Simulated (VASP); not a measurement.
# BiP (P6/mmm) in VASP: a series of runs

The runs below take BiP through single point, with PBE.

Program: VASP 6.6.1. These are calculated values, not measurements. Logs are shortened: lines on timing, memory, paths and dates and some standing lists are left out, and cuts for length are marked.

## Step 1: The cell of the first run

Symmetry: P6/mmm, No. 191, hexagonal system. Conventional cell: a = 3.817 Å, b = 3.817 Å, c = 4.422 Å, α = 90.00°, β = 90.00°, γ = 120.00°. Bi (site symmetry 6/mmm) has 2 P at 2.21 Å within 2.9 Å. Within 2.9 Å of P (site symmetry 6/mmm) lie 2 Bi at 2.21 Å.

## Step 2: Single point, PBE (27.90 Å³/atom)

The input, INCAR:

```
PREC = Accurate
ENCUT = 500
EDIFF = 1E-6
ISMEAR = -1
SIGMA = 0.05
LREAL = False
LASPH = True
NELM = 120
ALGO = Normal
ISIF = 2
LWAVE = False
LCHARG = False
GGA = PE
NBANDS = 17
GGA_COMPAT = False
```

The input, KPOINTS:

```
Automatic mesh
0
Gamma
  8 8 6
```

The input, POSCAR:

```
BiP
1.0
    3.8172109914      0.0000000000      0.0000000000
   -1.9086054957      3.3058016846      0.0000000000
    0.0000000000      0.0000000000      4.4219826624
Bi P
1 1
Direct
    0.0000000000      0.0000000000      0.5000000000
    0.0000000000      0.0000000000      0.0000000000
```

Potentials or basis: VASP PAW PBE potentials, release 64 (Bi_d, P).

Started as:

```sh
> cat potpaw_PBE.64/Bi_d/POTCAR potpaw_PBE.64/P/POTCAR > POTCAR
> mpirun -np 1 vasp_std > vasp.out
```

OUTCAR:

```text
PREC = Accurate
   ENCUT = 500
   EDIFF = 1E-6
   ISMEAR = -1
   LREAL = False
   LASPH = True
   NELM = 120
   ISIF = 2
   GGA = PE

 ion  position               nearest neighbor table
   1  0.000  0.000  0.500-   2 2.21   2 2.21
   2  0.000  0.000  0.000-   1 2.21   1 2.21

  LATTYP: Found a hexagonal cell.
 ALAT       =     3.8172109914
 C/A-ratio  =     1.1584328643

  Lattice vectors:

 A1 = (   3.8172109914,   0.0000000000,   0.0000000000)
 A2 = (  -1.9086054957,   3.3058016846,   0.0000000000)
 A3 = (   0.0000000000,   0.0000000000,   4.4219826624)

Analysis of symmetry for initial positions (statically):
=====================================================================
 Subroutine PRICEL returns:
 Original cell was already a primitive cell.

 Routine SETGRP: Setting up the symmetry group for a
 hexagonal supercell.

 Subroutine GETGRP returns: Found 24 space group operations
 (whereof 24 operations were pure point group operations)
 out of a pool of 24 trial point group operations.

The static configuration has the point symmetry D_6h.

Analysis of symmetry for dynamics (positions and initial velocities):
=====================================================================
 Subroutine PRICEL returns:
 Original cell was already a primitive cell.

 Routine SETGRP: Setting up the symmetry group for a
 hexagonal supercell.

 Subroutine GETGRP returns: Found 24 space group operations
 (whereof 24 operations were pure point group operations)
 out of a pool of 24 trial point group operations.

The dynamic configuration has the point symmetry D_6h.

 Subroutine INISYM returns: Found 24 space group operations
 (whereof 24 operations are pure point group operations),
 and found     1 'primitive' translations

----------------------------------------------------------------------------------------

                                     Primitive cell

  volume of cell :      55.8007

  direct lattice vectors                    reciprocal lattice vectors
     3.817210991  0.000000000  0.000000000     0.261971372  0.151249242  0.000000000
    -1.908605496  3.305801685  0.000000000     0.000000000  0.302498485  0.000000000
     0.000000000  0.000000000  4.421982662     0.000000000  0.000000000  0.226142904

  length of vectors
     3.817210991  3.817210987  4.421982662     0.302498484  0.302498485  0.226142904

  position of ions in fractional coordinates (direct lattice)
     0.000000000  0.000000000  0.500000000
     0.000000000  0.000000000  0.000000000

  ion indices of the primitive-cell ions
   primitive index   ion index
                 1           1
                 2           2

----------------------------------------------------------------------------------------

 KPOINTS: Automatic mesh

Automatic generation of k-mesh.
 Grid dimensions read from file:
 generate k-points for:    8    8    6

 Generating k-lattice:

  Cartesian coordinates                     Fractional coordinates (reciprocal lattice)
     0.032746421  0.018906155  0.000000000     0.125000000  0.000000000  0.000000000
     0.000000000  0.037812311  0.000000000     0.000000000  0.125000000  0.000000000
     0.000000000  0.000000000  0.037690484     0.000000000  0.000000000  0.166666667

  Length of vectors
     0.037812311  0.037812311  0.037690484

  Shift w.r.t. Gamma in fractional coordinates (k-lattice)
     0.000000000  0.000000000  0.000000000

 Subroutine IBZKPT returns following result:
 ===========================================

 Found     40 irreducible k-points:

 Following reciprocal coordinates:
            Coordinates               Weight
  0.000000  0.000000  0.000000      1.000000
  0.125000 -0.000000  0.000000      6.000000
  0.250000 -0.000000  0.000000      6.000000
  0.375000  0.000000  0.000000      6.000000
  0.500000 -0.000000  0.000000      3.000000
  0.125000  0.125000  0.000000      6.000000
[... 16 lines left out ...]
  0.250000 -0.000000  0.333333     12.000000
  0.375000  0.000000  0.333333     12.000000
 [... further k-points ...]
   k-points           NKPTS =     40   k-points in BZ     NKDIM =     40   number of bands    NBANDS=     17
   number of dos      NEDOS =    301   number of ions     NIONS =      2
   total plane-waves  NPLWV =  25088
   dimension x,y,z NGX =    28 NGY =   28 NGZ =   32
   dimension x,y,z NGXF=    56 NGYF=   56 NGZF=   64
   ions per type =               1   1
   NGX,Y,Z   is equivalent  to a cutoff of  12.19, 12.19, 12.03 a.u.
   NGXF,Y,Z  is equivalent  to a cutoff of  24.39, 24.39, 24.06 a.u.
 SYSTEM =  unknown system
   PREC   = accura    normal or accurate (medium, high low for compatibility)
   ISTART =      0    job   : 0-new  1-cont  2-samecut
   ICHARG =      2    charge: 1-file 2-atom 10-const
   ISPIN  =      1    spin polarized calculation?
   LNONCOLLINEAR =      F non collinear calculations
   LSORBIT =      F    spin-orbit coupling
   LASPH  =      T    aspherical Exc in radial PAW
   ENCUT  =  500.0 eV  36.75 Ry    6.06 a.u.   6.96  6.96  8.06*2*pi/ulx,y,z
   NELM   =    120;   NELMIN=  2; NELMDL= -5     # of ELM steps
   EDIFF  = 0.1E-05   stopping-criterion for ELM
   LREAL  =      F    real-space projection
   EDIFFG = 0.1E-04   stopping-criterion for IOM
   NSW    =      0    number of steps for IOM
   IBRION =     -1    ionic relax: 0-MD 1-quasi-New 2-CG
   NFREE  =      0    steps in history (QN), initial steepest desc. (CG)
   ISIF   =      2    stress and relaxation
   ISYM   =      2    0-nonsym 1-usesym 2-fastsym
   POTIM  = 0.5000    time-step for ionic-motion
   TEBEG  =    0.0;   TEEND  =   0.0 temperature during run
   PSTRESS=    0.0 pullay stress
   NELECT =      20.0000    total number of electrons
   NUPDOWN=      -1.0000    fix difference up-down
   EMIN   =  10.00;   EMAX   =-10.00  energy-range for DOS
   EFERMI =   0.00;   METHOD = LEGACY
   ISMEAR =    -1;   SIGMA  =   0.05  broadening in eV -4-tet -1-fermi 0-gaus
   EFERMI_NEDOS =   21; number of points for ismear=-14 and -15
   IALGO  =     38    algorithm
   IMIX   =      4    mixing-type and parameters
     AMIX     =   0.40;   BMIX     =  1.00
     AMIX_MAG =   1.60;   BMIX_MAG =  1.00
  volume/ion in A,a.u.               =      27.90       188.28
  Fermi-wavevector in a.u.,A,eV,Ry     =   1.162889  2.197541 18.399297  1.352310
  Thomas-Fermi vector in A             =   2.299445
   LORBIT       =      0    0 simple, 1 ext, 2 COOP (PROOUT), +10 PAW based schemes
   GGA     = PE    functional components
   LHFCALC =     F    Hartree Fock is set to
   AEXX    =    0.0000 exact exchange contribution
   IVDW    =     0    specifies the selected vdW correction
   LEPSILON=     F    determine dielectric tensor
   LRPA    =     F    only Hartree local field effects (RPA)
 non-spin polarized calculation
  energy-cutoff  :      500.00
  volume of cell :       55.80
 maximum number of plane-waves:      1434
 NGX is ok and might be reduce to    28
   NGX = 13   NGY = 13   NGZ = 17

 number of electron      20.0000002 magnetization

 Free energy of the ion-electron system (eV)
  ---------------------------------------------------
  ext. energy  EPLUGINS =         0.00000000
  ---------------------------------------------------
  free energy    TOTEN  =        -5.58738106 eV

  energy without entropy =       -5.58010011  energy(sigma->0) =       -5.58374058

 E-fermi :   5.8050     XC(G=0):  -9.4117

 val. band max:        5.7855020274   @ k =   0.5000  -0.0000   0.1667
 cond. band min:       5.8693382314   @ k =   0.1250   0.1250   0.3333
 fundamental gap:      0.0838362039
 Fermi energy:         5.8050442073

 k-point     1 :       0.0000    0.0000    0.0000
  band No.  band energies     occupation
      1     -18.1616      2.00000
      2     -17.5733      2.00000
      3     -17.5733      2.00000
      4     -17.4867      2.00000
      5     -17.4867      2.00000
      6      -8.6186      2.00000
[... 9 lines left out ...]
     16      13.8168      0.00000
     17      14.8371      0.00000

 k-point     2 :       0.1250   -0.0000    0.0000
  band No.  band energies     occupation
      1     -18.1585      2.00000
      2     -17.5768      2.00000
      3     -17.5742      2.00000
      4     -17.4872      2.00000
      5     -17.4785      2.00000
      6      -8.5061      2.00000
[... 9 lines left out ...]
     16      13.8008      0.00000
     17      15.4837      0.00000

 k-point     3 :       0.2500   -0.0000    0.0000
  band No.  band energies     occupation
      1     -18.1512      2.00000
      2     -17.5852      2.00000
      3     -17.5763      2.00000
      4     -17.4882      2.00000
      5     -17.4587      2.00000
      6      -8.2101      2.00000
[... 9 lines left out ...]
     16      15.0305      0.00000
     17      15.2735      0.00000

 k-point     4 :       0.3750    0.0000    0.0000
  band No.  band energies     occupation
      1     -18.1440      2.00000
      2     -17.5937      2.00000
      3     -17.5785      2.00000
      4     -17.4893      2.00000
      5     -17.4388      2.00000
      6      -7.8701      2.00000
[... 9 lines left out ...]
     16      15.9152      0.00000
     17      16.1485      0.00000

 k-point     5 :       0.5000   -0.0000    0.0000
  band No.  band energies     occupation
      1     -18.1410      2.00000
      2     -17.5971      2.00000
      3     -17.5793      2.00000
      4     -17.4897      2.00000
      5     -17.4304      2.00000
      6      -7.7122      2.00000
[... 9 lines left out ...]
     16      15.7253      0.00000
     17      16.5826      0.00000

 k-point     6 :       0.1250    0.1250    0.0000
  band No.  band energies     occupation
      1     -18.1533      2.00000
      2     -17.5824      2.00000
      3     -17.5761      2.00000
      4     -17.4867      2.00000
      5     -17.4658      2.00000
      6      -8.3010      2.00000
[... 9 lines left out ...]
     16      14.8040      0.00000
     17      15.1768      0.00000
[... 281 lines left out ...]
 k-point    21 :       0.0000    0.0000    0.3333
  band No.  band energies     occupation
      1     -18.0923      2.00000
      2     -17.5776      2.00000
      3     -17.5776      2.00000
      4     -17.4864      2.00000
      5     -17.4863      2.00000
      6      -7.8668      2.00000
[... 9 lines left out ...]
     16      13.7408      0.00000
     17      15.3821      0.00000

 k-point    22 :       0.1250   -0.0000    0.3333
  band No.  band energies     occupation
      1     -18.0893      2.00000
      2     -17.5814      2.00000
      3     -17.5785      2.00000
      4     -17.4868      2.00000
      5     -17.4782      2.00000
      6      -7.7535      2.00000
[... 9 lines left out ...]
     16      14.2246      0.00000
     17      14.9702      0.00000

 k-point    23 :       0.2500   -0.0000    0.3333
  band No.  band energies     occupation
      1     -18.0819      2.00000
      2     -17.5904      2.00000
      3     -17.5808      2.00000
      4     -17.4878      2.00000
      5     -17.4584      2.00000
      6      -7.4563      2.00000
[... 9 lines left out ...]
     16      14.6466      0.00000
     17      15.4972      0.00000

 k-point    24 :       0.3750    0.0000    0.3333
  band No.  band energies     occupation
      1     -18.0748      2.00000
      2     -17.5994      2.00000
      3     -17.5831      2.00000
      4     -17.4888      2.00000
      5     -17.4385      2.00000
      6      -7.1161      2.00000
[... 9 lines left out ...]
     16      14.8882      0.00000
     17      16.9554      0.00000

 [... further k-points ...]
[... 5 lines left out ...]
  --------------------------------------------------------------------------------------
  -------------------------------------------------------------------------------------
  Total        0.8819587      0.8819587     21.2968413      0.0000000      0.0000000     -0.0000000
  in kB       25.3232144     25.3232143    611.4849600      0.0000000      0.0000000     -0.0000000
  external PRESSURE =     220.7104629 kB  Pullay stress =       0.0000000 kB

 VOLUME and BASIS-vectors are now :
 -----------------------------------------------------------------------------
  energy-cutoff  :      500.00
  volume of cell :       55.80
      direct lattice vectors                 reciprocal lattice vectors
     3.817210991  0.000000000  0.000000000     0.261971372  0.151249242  0.000000000
    -1.908605496  3.305801685  0.000000000     0.000000000  0.302498485  0.000000000
     0.000000000  0.000000000  4.421982662     0.000000000  0.000000000  0.226142904

 POSITION                                       TOTAL-FORCE (eV/Angst)
 -----------------------------------------------------------------------------------
      0.00000      0.00000      2.21099         0.000000      0.000000      0.000000
      0.00000      0.00000      0.00000        -0.000000      0.000000      0.000000
 -----------------------------------------------------------------------------------
    total drift:                               -0.000000     -0.000000      0.000000

  FREE ENERGIE OF THE ION-ELECTRON SYSTEM (eV)
  ---------------------------------------------------
  free  energy   TOTEN  =        -5.5873810566 eV

  energy  without entropy=       -5.5801001080  energy(sigma->0) =       -5.58374058
```

Run time: 21 s. Hardware: 1 thread of Intel Xeon Platinum 8375C at 2.90GHz (Ice Lake), shared host; peak memory 0.18 GiB.

What came out:

| Quantity | Value |
| --- | --- |
| Free energy | -5.5874 eV |
| Pressure | 22.1 GPa |
| Band gap on the k mesh | zero (bands 10 and 11 overlap by 3.37 eV) |

Caveat: the stress differs along the axes, from 3 to 61 GPa; spin-orbit coupling is left out, which moves the levels of the heavy elements; this functional lacks dispersion, which binds layers or chains, so the pressure and a relaxed spacing across them are unreliable.

## Step 3: Single point, PBE

This run uses another cell than the first one, of 28.47 Å³/atom.

The input, INCAR:

```
SYSTEM = BiP
ALGO = Normal ; EDIFF = 1E-6
ENCUT = 500 ; GGA = PE
GGA_COMPAT = .FALSE. ; ISIF = 2
ISMEAR = -1 ; LASPH = .TRUE.
LCHARG = .FALSE. ; LREAL = .FALSE.
LWAVE = .FALSE. ; NBANDS = 17
NELM = 120 ; PREC = Accurate
SIGMA = 0.05
```

The input, KPOINTS:

```
k-points
0
G
  8 8 6
  0 0 0
```

The input, POSCAR:

```
BiP
1.0
    3.8430037400      0.0000000000      0.0000000000
   -1.9215018700      3.3281388600      0.0000000000
    0.0000000000      0.0000000000      4.4518618300
Bi P
1 1
Direct
    0.0000000000      0.0000000000      0.5000000000
    0.0000000000      0.0000000000      0.0000000000
```

Potentials or basis: VASP PAW PBE potentials, release 64 (Bi_d, P).

Started as:

```sh
> cat potpaw_PBE.64/Bi_d/POTCAR potpaw_PBE.64/P/POTCAR > POTCAR
> mpirun -np 1 vasp_std > vasp.out
```

OUTCAR:

```text
SYSTEM = BiP
   EDIFF = 1E-6
   ENCUT = 500
   GGA = PE
   ISIF = 2
   ISMEAR = -1
   LASPH = .TRUE.
   LREAL = .FALSE.
   NELM = 120
   PREC = Accurate

 ion  position               nearest neighbor table
   1  0.000  0.000  0.500-   2 2.23   2 2.23
   2  0.000  0.000  0.000-   1 2.23   1 2.23

  LATTYP: Found a hexagonal cell.
 ALAT       =     3.8430037400
 C/A-ratio  =     1.1584328643

  Lattice vectors:

 A1 = (   3.8430037400,   0.0000000000,   0.0000000000)
 A2 = (  -1.9215018700,   3.3281388600,   0.0000000000)
 A3 = (   0.0000000000,   0.0000000000,   4.4518618300)

Analysis of symmetry for initial positions (statically):
=====================================================================
 Subroutine PRICEL returns:
 Original cell was already a primitive cell.

 Routine SETGRP: Setting up the symmetry group for a
 hexagonal supercell.

 Subroutine GETGRP returns: Found 24 space group operations
 (whereof 24 operations were pure point group operations)
 out of a pool of 24 trial point group operations.

[... 155 lines left out ...]
  ---------------------------------------------------
  ext. energy  EPLUGINS =         0.00000000
  ---------------------------------------------------
  free energy    TOTEN  =        -5.73607618 eV

  energy without entropy =       -5.72853707  energy(sigma->0) =       -5.73230662

 E-fermi :   5.5895     XC(G=0):  -9.3217

 val. band max:        5.5572727774   @ k =   0.2500  -0.0000   0.5000
 cond. band min:       5.5977464823   @ k =   0.5000  -0.0000   0.1667
 fundamental gap:      0.0404737049
 Fermi energy:         5.5894545552

 k-point     1 :       0.0000    0.0000    0.0000
  band No.  band energies     occupation
      1     -18.3175      2.00000
      2     -17.7622      2.00000
      3     -17.7622      2.00000
      4     -17.6829      2.00000
      5     -17.6829      2.00000
      6      -8.7169      2.00000
[... 457 lines left out ...]
      4     -17.6847      2.00000
      5     -17.6382      2.00000
      6      -7.2543      2.00000
[... 9 lines left out ...]
     16      14.4767      0.00000
     17      16.7212      0.00000

 [... further k-points ...]
[... 5 lines left out ...]
  --------------------------------------------------------------------------------------
  -------------------------------------------------------------------------------------
  Total        0.7645891      0.7645891     19.5102285     -0.0000000      0.0000000      0.0000000
  in kB       21.5141796     21.5141795    548.9831509     -0.0000000      0.0000000      0.0000000
  external PRESSURE =     197.3371700 kB  Pullay stress =       0.0000000 kB

 VOLUME and BASIS-vectors are now :
 -----------------------------------------------------------------------------
  energy-cutoff  :      500.00
  volume of cell :       56.94
      direct lattice vectors                 reciprocal lattice vectors
     3.843003740  0.000000000  0.000000000     0.260213122  0.150234116  0.000000000
    -1.921501870  3.328138860  0.000000000     0.000000000  0.300468232  0.000000000
     0.000000000  0.000000000  4.451861830     0.000000000  0.000000000  0.224625120

 POSITION                                       TOTAL-FORCE (eV/Angst)
 -----------------------------------------------------------------------------------
      0.00000      0.00000      2.22593        -0.000000      0.000000      0.000000
      0.00000      0.00000      0.00000         0.000000      0.000000      0.000000
 -----------------------------------------------------------------------------------
    total drift:                               -0.000000     -0.000000      0.000000

  FREE ENERGIE OF THE ION-ELECTRON SYSTEM (eV)
  ---------------------------------------------------
  free  energy   TOTEN  =        -5.7360761812 eV

  energy  without entropy=       -5.7285370656  energy(sigma->0) =       -5.73230662
```

stdout:

```text
POSCAR found type information on POSCAR BiP
 POSCAR found :  2 types and       2 ions
 scaLAPACK will be used
 LDA part: xc-table for (Slater+PW92), standard interpolation
 POSCAR, INCAR and KPOINTS ok, starting setup
 FFT: planning ... GRIDC
 FFT: planning ... GRID_SOFT
 FFT: planning ... GRID
 WAVECAR not read
 entering main loop
```

It took 18 s on 1 thread of Intel Xeon Platinum 8375C at 2.90GHz (Ice Lake), shared host; peak memory 0.18 GiB.

What came out:

```
Free energy            : -5.7361 eV
Pressure               : 19.7 GPa
Band gap on the k mesh : zero (bands 10 and 11 overlap by 3.28 eV)
```

Caveat: the stress differs along the axes, from 2 to 55 GPa; spin-orbit coupling is left out, which moves the levels of the heavy elements; this functional lacks dispersion, which binds layers or chains, so the pressure and a relaxed spacing across them are unreliable.

(Continued in part 2 of 2.)

The gap in the log of VASP goes by the Fermi energy; the results here count the filled bands.